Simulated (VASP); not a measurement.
Input of a VASP 6.6.1 run:

INCAR

```
  PREC = Accurate
  ENCUT = 600
  EDIFF = 1E-6
  ISMEAR = 0
  SIGMA = 0.1
  LREAL = False
  LASPH = True
  NELM = 60
  ALGO = Fast
  ISIF = 3
  LWAVE = False
  LCHARG = False
  GGA = PE
  IBRION = 2
  NSW = 90
  EDIFFG = -0.04
```

The input KPOINTS:

```
regular mesh
0
Gamma
  4 4 4
```

The input POSCAR:

```
Sc4Te
1.0
   -3.0116813700      3.0116813700      3.0116813700
    3.0116813700     -3.0116813700      3.0116813700
    3.0116813700      3.0116813700     -3.0116813700
Sc Te
4 1
Direct
    0.0000000000      0.0000000000      0.5000000000
    0.5000000000      0.0000000000      0.0000000000
    0.0000000000      0.5000000000      0.0000000000
    0.5000000000      0.5000000000      0.5000000000
    0.0000000000      0.0000000000      0.0000000000
```

Potentials or basis: VASP PAW PBE potentials, release 64 (Sc_sv, Te).

Launch:

```sh
$ cat potpaw_PBE.64/Sc_sv/POTCAR potpaw_PBE.64/Te/POTCAR > POTCAR
$ mpirun -np 1 vasp_std > vasp.out
```

**Question.** Predict the band gap on the k mesh.

**Answer.** Zero (bands 25 and 26 overlap by 0.61 eV).

**Question.** Predict the space group after relaxing (to 0.1 Å).

**Answer.** Im-3m (No. 229).

**Question.** What does it give for the relaxed volume?

**Answer.** 29.08 Å³/atom.

Final structure:
```
CELL_PARAMETERS angstrom
-3.31250 3.31250 3.31250
3.31250 -3.31250 3.31250
3.31250 3.31250 -3.31250
ATOMIC_POSITIONS crystal
Sc 0.00000 0.00000 0.50000
Sc 0.50000 0.00000 0.00000
Sc 0.00000 0.50000 0.00000
Sc 0.50000 0.50000 0.50000
Te 0.00000 0.00000 0.00000
```

Caveat: the k points lie up to 0.34 Å⁻¹ apart in the final cell, too coarse for converged energies and pressures of a metal; the volume moved by over 15 % at a fixed basis, so the end points are rough; spin-orbit coupling is left out, which moves the levels of the heavy elements.
